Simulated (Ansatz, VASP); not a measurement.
# Two plane-wave programs on TiB

Contents of INCAR:

```
SYSTEM = TiB
PREC = Accurate
ENCUT = 520
EDIFF = 1E-7
ISMEAR = 0
SIGMA = 0.1
LREAL = .FALSE.
LASPH = .TRUE.
NELM = 150
ALGO = Normal
ISIF = 2
LWAVE = .FALSE.
LCHARG = .FALSE.
ISPIN = 2
MAGMOM = 1 0
LORBIT = 11
LMAXMIX = 4
LDIPOL = .TRUE.
IDIPOL = 3
DIPOL = 0.5 0.5 0.294
GGA = PE
NBANDS = 18
```

Contents of KPOINTS:

```
regular mesh
0
G
  8 4 1
  0 0 0
```

File POSCAR:

```
TiB
1.0
    1.9957983501      0.0000000000      0.0000000000
    0.0000000000      4.5082534682      0.0000000000
    0.0000000000      0.0000000000     23.8000000000
Ti B
1 1
Direct
    0.5000000000      0.0000000000      0.2941176471
    0.5000000000      0.5000000000      0.2941176471
```

Input for Ansatz:

```yaml
crystal:
  lattice:
    - [1.9957983501, 0.0, 0.0]
    - [0.0, 4.5082534682, 0.0]
    - [0.0, 0.0, 23.8]
  atoms:
    - { symbol: Ti, position: [0.5, 0.0, 0.2941176471], spin: 1.0 }
    - { symbol: B, position: [0.5, 0.5, 0.2941176471] }
  periodic: [true, true, false]
basis:
  ecutwfc: 420
kpoints:
  mp_grid: { grid: [8, 4, 1] }
hamiltonian:
  xc: pbe
scf:
  occupations: { method: gaussian, width: 0.1 }
  lower_state_search: "off"
output:
  forces: true
  stress: true
  eigenvalues: true
  populations: true
magnetization:
  spin_polarized: true
```

Alike in both runs: task single point; functional PBE; k mesh 8 × 4 × 1; occupations gaussian, width 0.1 eV; collinear spin.

```csv
,VASP,Ansatz
version,VASP 6.6.1,Ansatz 0.2.0
potentials or method,"VASP PAW PBE potentials, release 64 (Ti_sv, B), cutoff 520 eV","scalar-relativistic, plane waves, PAW"
valence electrons in the cell,15,15
```

|  | VASP | Ansatz | Ansatz less VASP |
| --- | --- | --- | --- |
| gap on the k mesh at the Fermi level (eV) | none | none | - |
| net moment per atom (μB) | 0.06 | 0.06 | 0.000 |
| size of the moment on the site where the two differ most (μB) | 0.16 | 0.10 | -0.057 |

Site moments also hang on the region over which each program counts them. A gap of «none» marks a metal or a gap that the smearing closes.

The k mesh is coarse, so the values compare programs but aren't converged.
